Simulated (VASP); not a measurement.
# BaTiO3 in VASP: a series of runs, part 2 of 2

VASP 6.6.1.

### Step 3. Single point, r2SCAN (uniaxial strain along a: +3.0 %)

Input file POSCAR:

```
BaTiO3
1.0
    4.1138599485      0.0000000000      0.0000000000
    0.0000000000      3.9640834941      0.0000000000
    0.0000000000      0.0000000000      3.9640834941
Ba Ti O
1 1 3
Direct
    0.5000000000      0.5000000000      0.5000000000
    0.0000000000      0.0000000000      0.0000000000
    0.5000000000      0.0000000000      0.0000000000
    0.0000000000      0.5000000000      0.0000000000
    0.0000000000      0.0000000000      0.5000000000
```

Input file INCAR.step1:

```
PREC = Accurate ; ENCUT = 520
ISMEAR = 0 ; SIGMA = 0.02
LREAL = False ; LASPH = True
NELM = 80 ; NBANDS = 28
GGA = PE ; ALGO = Normal
EDIFF = 1E-4 ; LWAVE = True
LCHARG = False
```

Input file INCAR.step2:

```
PREC = Accurate ; ENCUT = 520
EDIFF = 1E-6 ; ISMEAR = 0
SIGMA = 0.02 ; LREAL = False
LASPH = True ; NELM = 80
ALGO = Normal ; ISIF = 2
LWAVE = False ; LCHARG = False
METAGGA = R2SCAN ; LMIXTAU = True
NBANDS = 28 ; ISTART = 1
```

Input file KPOINTS:

```
regular mesh
0
Gamma
  8 8 8
```

Potentials or basis: VASP PAW PBE potentials, release 64 (Ba_sv, Ti_sv, O).

Run with:

```sh
> cat potpaw_PBE.64/Ba_sv/POTCAR potpaw_PBE.64/Ti_sv/POTCAR potpaw_PBE.64/O/POTCAR > POTCAR
> cp INCAR.step1 INCAR
> mpirun -np 1 vasp_std > vasp.out
> cp INCAR.step2 INCAR
> mpirun -np 1 vasp_std > vasp.out
```

OUTCAR:

```text
PREC = Accurate
   ENCUT = 520
   EDIFF = 1E-6
   ISMEAR = 0
   LREAL = False
   LASPH = True
   NELM = 80
   ISIF = 2
   METAGGA = R2SCAN
   ISTART = 1

 ion  position               nearest neighbor table
   1  0.500  0.500  0.500-   3 2.80   3 2.80   3 2.80   3 2.80   4 2.86   5 2.86   5 2.86   4 2.86
                             4 2.86   5 2.86   4 2.86   5 2.86   2 3.48   2 3.48   2 3.48   2 3.48
   2  0.000  0.000  0.000-   4 1.98   5 1.98   5 1.98   4 1.98   3 2.06   3 2.06   1 3.48   1 3.48
                             1 3.48   1 3.48   1 3.48   1 3.48   1 3.48   1 3.48
[... 953 lines left out ...]
  -------------------------------------------------------------------------------------
  Total       -1.9955517      0.8035325      0.8035325      0.0000000      0.0000000      0.0000000
  in kB      -49.4582201     19.9149372     19.9149372      0.0000000      0.0000000      0.0000000
  external PRESSURE =      -3.2094485 kB  Pullay stress =       0.0000000 kB

 VOLUME and BASIS-vectors are now :
 -----------------------------------------------------------------------------
  energy-cutoff  :      520.00
  volume of cell :       64.65
      direct lattice vectors                 reciprocal lattice vectors
     4.113859949  0.000000000  0.000000000     0.243080711  0.000000000  0.000000000
     0.000000000  3.964083494  0.000000000     0.000000000  0.252265120  0.000000000
     0.000000000  0.000000000  3.964083494     0.000000000  0.000000000  0.252265120

 POSITION                                       TOTAL-FORCE (eV/Angst)
 -----------------------------------------------------------------------------------
      2.05693      1.98204      1.98204         0.000000      0.000000      0.000000
      0.00000      0.00000      0.00000         0.000000      0.000000      0.000000
      2.05693      0.00000      0.00000         0.000000      0.000000      0.000000
      0.00000      1.98204      0.00000         0.000000      0.000000      0.000000
      0.00000      0.00000      1.98204         0.000000      0.000000      0.000000
 -----------------------------------------------------------------------------------
    total drift:                                0.000000      0.000000     -0.000000

  FREE ENERGIE OF THE ION-ELECTRON SYSTEM (eV)
  ---------------------------------------------------
  free  energy   TOTEN  =       -74.2004189201 eV

  energy  without entropy=      -74.2004189201  energy(sigma->0) =      -74.20041892
```

OSZICAR.step1:

```text
N       E                     dE             d eps       ncg     rms          rms(c)
DAV:   1     0.427119376997E+03    0.42712E+03   -0.20379E+04  4200   0.152E+03
DAV:   2    -0.787378267375E+01   -0.43499E+03   -0.41454E+03  4880   0.417E+02
DAV:   3    -0.489561810811E+02   -0.41082E+02   -0.40563E+02  4988   0.133E+02
DAV:   4    -0.509475530514E+02   -0.19914E+01   -0.19871E+01  6588   0.260E+01
DAV:   5    -0.509872463565E+02   -0.39693E-01   -0.39681E-01  5372   0.335E+00    0.228E+01
DAV:   6    -0.401635913285E+02    0.10824E+02   -0.57619E+01  5876   0.657E+01    0.983E+00
DAV:   7    -0.401127652981E+02    0.50826E-01   -0.10178E+01  5536   0.229E+01    0.653E+00
DAV:   8    -0.399346471479E+02    0.17812E+00   -0.66297E-01  5236   0.716E+00    0.335E+00
DAV:   9    -0.399739007049E+02   -0.39254E-01   -0.34186E-01  5888   0.482E+00    0.160E+00
DAV:  10    -0.399474057612E+02    0.26495E-01   -0.17528E-01  4828   0.433E+00    0.512E-01
DAV:  11    -0.399437228392E+02    0.36829E-02   -0.16160E-02  5724   0.877E-01    0.123E-01
DAV:  12    -0.399437227321E+02    0.10712E-06   -0.81765E-04  5176   0.222E-01
   1 F= -.39943723E+02 E0= -.39943723E+02  d E =-.510717E-38
```

It took 7.3 min on 1 thread of Intel Xeon 8259CL, shared host; peak memory 0.27 GiB.

What came out:

```
Free energy            : -74.2004 eV
Pressure               : -0.3 GPa
Band gap on the k mesh : 2.05 eV (least direct gap 2.24 eV)
```

Caveat: the cell differs from its parent crystal (uniaxial strain along a: +3.0 %); the PAW data sets were made with another functional, which shifts forces and pressure a little; spin-orbit coupling is left out, which moves the levels of the heavy elements. A k mesh can miss the band edges.

### Step 4. Single point, r2SCAN

This run uses another cell than the first one, of 12.74 Å³/atom.

Changes to POSCAR since step 3:

```diff
@@ -2,5 +2,5 @@
 1.0
-    4.1138599485      0.0000000000      0.0000000000
-    0.0000000000      3.9640834941      0.0000000000
-    0.0000000000      0.0000000000      3.9640834941
+    3.9940387823      0.0000000000      0.0000000000
+    0.0000000000      3.9940387823      0.0000000000
+    0.0000000000      0.0000000000      3.9940387823
 Ba Ti O
```

Input file INCAR.step1:

```
  PREC = Accurate
  ENCUT = 520
  ISMEAR = 0
  SIGMA = 0.02
  LREAL = False
  LASPH = True
  NELM = 80
  NBANDS = 28
  GGA = PE
  ALGO = Normal
  EDIFF = 1E-4
  LWAVE = True
  LCHARG = False
```

Input file INCAR.step2:

```
  PREC = Accurate
  ENCUT = 520
  EDIFF = 1E-6
  ISMEAR = 0
  SIGMA = 0.02
  LREAL = False
  LASPH = True
  NELM = 80
  ALGO = Normal
  ISIF = 2
  LWAVE = False
  LCHARG = False
  METAGGA = R2SCAN
  LMIXTAU = True
  NBANDS = 28
  ISTART = 1
```

Input file KPOINTS:

```
Automatic mesh
0
Gamma
  8 8 8
```

Run with:

```sh
> cat potpaw_PBE.64/Ba_sv/POTCAR potpaw_PBE.64/Ti_sv/POTCAR potpaw_PBE.64/O/POTCAR > POTCAR
> cp INCAR.step1 INCAR
> mpirun -np 1 vasp_std > vasp.out
> cp INCAR.step2 INCAR
> mpirun -np 1 vasp_std > vasp.out
```

Wall time 3.9 min (1 thread of Intel Xeon Platinum 8375C at 2.90GHz (Ice Lake), shared host); peak memory 0.21 GiB.

Results (log left out):

```
Free energy            : -74.2305 eV
Pressure               : 2.0 GPa
Band gap on the k mesh : 2.15 eV (least direct gap 2.30 eV)
```

Levels at points of the mesh, in eV from the valence-band top:
```csv
k point,band 18,band 19,band 20,band 21,band 22,band 23
"(0.00, 0.00, 0.00)",-0.15,-0.15,-0.15,2.15,2.15,2.15
"(0.50, 0.00, 0.00)",-1.83,-0.75,-0.75,2.30,3.88,3.88
"(0.50, 0.50, 0.00)",-0.88,-0.88,-0.09,3.89,3.89,4.34
"(0.50, 0.50, 0.50)",0.00,0.00,0.00,4.59,4.59,4.59
```

Caveat: the PAW data sets were made with another functional, which shifts forces and pressure a little; spin-orbit coupling is left out, which moves the levels of the heavy elements. A k mesh can miss the band edges.

### Step 5. Single point, r2SCAN, collinear spin

This run uses another cell than the first one, of 12.87 Å³/atom.

Changes to POSCAR since step 4:

```diff
@@ -2,5 +2,5 @@
 1.0
-    3.9940387823      0.0000000000      0.0000000000
-    0.0000000000      3.9940387823      0.0000000000
-    0.0000000000      0.0000000000      3.9940387823
+    4.0076816357      0.0000000000      0.0000000000
+    0.0000000000      4.0076816357      0.0000000000
+    0.0000000000      0.0000000000      4.0076816357
 Ba Ti O
```

Input file INCAR.step1:

```
SYSTEM = BaTiO3
  PREC = Accurate
  ENCUT = 520
  ISMEAR = 0
  SIGMA = 0.1
  LREAL = .FALSE.
  LASPH = .TRUE.
  NELM = 150
  ISPIN = 2
  MAGMOM = 0 1 0 0 0
  LMAXMIX = 4
  NBANDS = 32
  GGA = PE
  ALGO = Normal
  EDIFF = 1E-4
  LWAVE = .TRUE.
  LCHARG = .FALSE.
```

Input file INCAR.step2:

```
SYSTEM = BaTiO3
  PREC = Accurate
  ENCUT = 520
  EDIFF = 1E-7
  ISMEAR = 0
  SIGMA = 0.1
  LREAL = .FALSE.
  LASPH = .TRUE.
  NELM = 150
  ALGO = Normal
  ISIF = 2
  LWAVE = .FALSE.
  LCHARG = .FALSE.
  ISPIN = 2
  MAGMOM = 0 1 0 0 0
  LORBIT = 11
  LMAXMIX = 4
  METAGGA = R2SCAN
  LMIXTAU = .TRUE.
  NBANDS = 32
  ISTART = 1
```

Input file KPOINTS:

```
Automatic mesh
0
G
  4 4 4
  0 0 0
```

Run with:

```sh
> cat potpaw_PBE.64/Ba_sv/POTCAR potpaw_PBE.64/Ti_sv/POTCAR potpaw_PBE.64/O/POTCAR > POTCAR
> cp INCAR.step1 INCAR
> mpirun -np 1 vasp_std > vasp.out
> cp INCAR.step2 INCAR
> mpirun -np 1 vasp_std > vasp.out
```

It took 4.3 min on 1 thread of Intel Xeon Platinum 8375C at 2.90GHz (Ice Lake), shared host; peak memory 0.21 GiB.

Results (log left out):

| Quantity | Value |
| --- | --- |
| Free energy | -74.2198 eV |
| Pressure | 0.2 GPa |
| Band gap on the k mesh | 2.11 eV (least direct gap 2.27 eV) |
| Net moment | 0.00 μB per cell |
| Valence electrons inside the program's atomic spheres | Ba 7.99; Ti 10.09; O 5.07 |

Levels at points of the mesh, in eV from the valence-band top:
Spin up:
```csv
k point,band 18,band 19,band 20,band 21,band 22,band 23
"(0.00, 0.00, 0.00)",-0.16,-0.16,-0.16,2.11,2.11,2.11
"(0.50, 0.00, 0.00)",-1.82,-0.75,-0.75,2.26,3.81,3.81
"(0.50, 0.50, 0.00)",-0.89,-0.89,-0.09,3.82,3.82,4.26
"(0.50, 0.50, 0.50)",0.00,0.00,0.00,4.50,4.50,4.50
```
Spin down:
```csv
k point,band 17,band 18,band 19,band 20,band 21,band 22,band 23,band 24
"(0.00, 0.00, 0.00)",-1.12,-0.16,-0.16,-0.16,2.11,2.11,2.11,4.12
"(0.50, 0.00, 0.00)",-1.82,-1.82,-0.75,-0.75,2.26,3.81,3.81,4.13
"(0.50, 0.50, 0.00)",-1.79,-0.89,-0.89,-0.09,3.82,3.82,4.26,5.03
"(0.50, 0.50, 0.50)",-2.43,0.00,0.00,0.00,4.50,4.50,4.50,7.39
```

Caveat: the PAW data sets were made with another functional, which shifts forces and pressure a little; spin-orbit coupling is left out, which moves the levels of the heavy elements. A k mesh can miss the band edges.

### Step 6. The runs side by side

```csv
potentials or basis,spin,cell,k mesh,cutoff (eV),smearing,gap on the mesh (eV),pressure (GPa)
"VASP PAW PBE potentials, release 64 (Ba_sv, Ti_sv, O_h)",off,"a = 3.914, b = 3.914, c = 4.055 Å, 5 atoms",8 × 8 × 8,910,gaussian 0.02 eV,2.15,7.1
"VASP PAW PBE potentials, release 64 (Ba_sv, Ti_sv, O)",off,"a = 4.114, b = 3.964, c = 3.964 Å, 5 atoms",8 × 8 × 8,520,gaussian 0.02 eV,2.05,-0.3
"VASP PAW PBE potentials, release 64 (Ba_sv, Ti_sv, O)",off,"a = 3.994 Å, 5 atoms",8 × 8 × 8,520,gaussian 0.02 eV,2.15,2.0
"VASP PAW PBE potentials, release 64 (Ba_sv, Ti_sv, O)",collinear,"a = 4.008 Å, 5 atoms",4 × 4 × 4,520,gaussian 0.1 eV,2.11,0.2
```

Alike in all rows: task single point; level r2SCAN.

Caveats: the PAW data sets were made with another functional, which shifts forces and pressure a little; spin-orbit coupling is left out, which moves the levels of the heavy elements; the cutoff is under 1.25 times the usual one of these potentials, so pressure, stress and relaxed cells hold a basis-set (Pulay) error (at least some runs); the cell stands under pressure (at least some runs).

Total energies depend on the potentials used, so only differences within one code and one set of settings carry meaning.
